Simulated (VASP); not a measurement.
A run of VASP 6.6.1 is set up as follows.

The input INCAR:

```
ALGO = Normal
EDIFF = 1E-6
ENCUT = 520
GGA = PS
ISIF = 2
ISMEAR = -1
LASPH = True
LCHARG = False
LREAL = False
LWAVE = False
NBANDS = 60
NELM = 80
PREC = Accurate
SIGMA = 0.05
```

File KPOINTS:

```
k-points
0
Gamma
  6 6 6
```

POSCAR

```
TiO2
1.0
    4.8126997814      0.0000000000      0.0000000000
    0.0000000000      4.8718844600      0.0000000000
   -0.8628854487      0.0000000000      4.9665942755
Ti O
4 8
Direct
    0.2774352600      0.0528083600      0.2131482700
    0.7225647400      0.5528083600      0.2868517300
    0.7225647400      0.9471916400      0.7868517300
    0.2774352600      0.4471916400      0.7131482700
    0.0638382200      0.1769655200      0.8515567400
    0.9361617800      0.6769655200      0.6484432600
    0.9361617800      0.8230344800      0.1484432600
    0.0638382200      0.3230344800      0.3515567400
    0.4453609900      0.7576317400      0.4667718600
    0.5546390100      0.2576317400      0.0332281400
    0.5546390100      0.2423682600      0.5332281400
    0.4453609900      0.7423682600      0.9667718600
```

Potentials or basis: VASP PAW PBE potentials, release 64 (Ti_sv, O).

Run with:

```console
$ cat potpaw_PBE.64/Ti_sv/POTCAR potpaw_PBE.64/O/POTCAR > POTCAR
$ mpirun -np 1 vasp_std > vasp.out
```

Problem. What does it give for the largest force?

Solution. 0.116 eV/Å.

Problem. What does it give for the pressure?

Solution. -3.0 GPa.

Stress tensor (GPa, compression positive):
```
-3.11  0.00 -0.38
 0.00 -2.93  0.00
-0.38  0.00 -2.97
```

Caveat: the cell stands under tension; the PAW data sets were made with another functional, which shifts forces and pressure a little.
